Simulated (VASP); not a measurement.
A run of VASP 6.6.1 is set up as follows.

Contents of POSCAR:

```
H13O6F
1.0
    5.9814240000      0.0000000000      0.0000000000
    0.0000000000      5.9814240000      0.0000000000
    0.0000000000      0.0000000000      5.9814240000
O H F
6 13 1
Direct
    0.2454432256      0.0139598865      0.5908626441
    0.5320806550      0.6913905451      0.6910561766
   -0.0532816266      0.6669314865      0.9795493515
    0.4684001669      0.3503011992      0.0025077640
    0.2855841686      0.9213525074      0.1615000040
    0.8319256418      1.1372041173      1.1318542207
    0.3008648108      0.1633891863      0.6138839179
    0.2326870658     -0.0035108697      0.4292957664
    0.4391930751      0.8221787989      0.6523697367
    0.5742278093      0.6182975826      0.5517916804
   -0.1667495901      0.6987800898      0.8677030754
   -0.0360114916      0.5076383149      0.9657399308
    0.4810727345      0.3817151234      0.1583736582
    0.4992289462      0.4890975794     -0.0736613890
    0.2654217457      1.0287015266      0.0480320405
    0.1866946734      0.8029024527      0.1161763486
    0.7204973264      1.1795017374      1.0251906569
    0.8266760557      0.9791313908      1.1624823788
    0.7475811780      0.2731623774      0.3172823060
    0.6659283809      0.3534944187      0.4345620708
```

INCAR.step1

```
SYSTEM = H13O6F
ALGO = Normal
EDIFF = 1E-5
ENCUT = 1110
GGA = PE
GGA_COMPAT = .False.
ISMEAR = -1
LASPH = .True.
LCHARG = .False.
LREAL = Auto
LWAVE = .True.
NBANDS = 44
NELM = 120
PREC = Accurate
SIGMA = 0.05
```

INCAR.step2

```
SYSTEM = H13O6F
ALGO = Normal
EDIFF = 1E-6
ENCUT = 1110
GGA_COMPAT = .False.
ISIF = 2
ISMEAR = -1
ISTART = 1
IVDW = 12
LASPH = .True.
LCHARG = .False.
LMIXTAU = .True.
LREAL = Auto
LWAVE = .False.
METAGGA = R2SCAN
NBANDS = 44
NELM = 120
PREC = Accurate
SIGMA = 0.05
VDW_A1 = 0.49484001
VDW_A2 = 5.73083694
VDW_S6 = 1.0
VDW_S8 = 0.78981345
```

The input KPOINTS:

```
k-points
0
Gamma
  1 1 1
  0 0 0
```

Potentials or basis: VASP PAW PBE potentials, release 64 (O_h, H_h, F_h).

The run is started by

```console
$ cat potpaw_PBE.64/O_h/POTCAR potpaw_PBE.64/H_h/POTCAR potpaw_PBE.64/F_h/POTCAR > POTCAR
$ cp INCAR.step1 INCAR
$ mpirun -np 1 vasp_gam > vasp.out
$ cp INCAR.step2 INCAR
$ mpirun -np 1 vasp_gam > vasp.out
```

Q: Predict the dispersion energy per atom.

A: -0.015 eV.

Q: Estimate the largest force.

A: 1.406 eV/Å.

Q: What does it give for the pressure?

A: 1.1 GPa.

Forces on the atoms (eV/Å):
```
O   -0.148  0.394  0.403
O    0.560 -0.181 -0.081
O   -0.312 -0.263 -0.145
O   -0.186 -0.526 -0.375
O    0.478 -0.857  0.815
O    1.091  0.223  0.860
H    0.032 -0.032 -0.018
H    0.177  0.047 -0.201
H   -0.153 -0.055  0.056
H   -0.116  0.179  0.480
H   -0.080  0.258 -0.109
H    0.207 -0.089  0.160
H   -0.077  0.195  0.562
H   -0.170  0.539 -0.577
H   -0.024  0.918 -0.752
H   -0.293 -0.254 -0.282
H   -0.970 -0.143 -0.603
H   -0.127 -0.063 -0.262
H    0.291 -0.534 -0.118
F   -0.179  0.244  0.187
```

Caveat: the k points lie up to 1.05 Å⁻¹ apart, too coarse for converged energies, forces and pressures; the atoms stand as in a frame of molecular dynamics; the PAW data sets were made with another functional, which shifts forces and pressure a little.
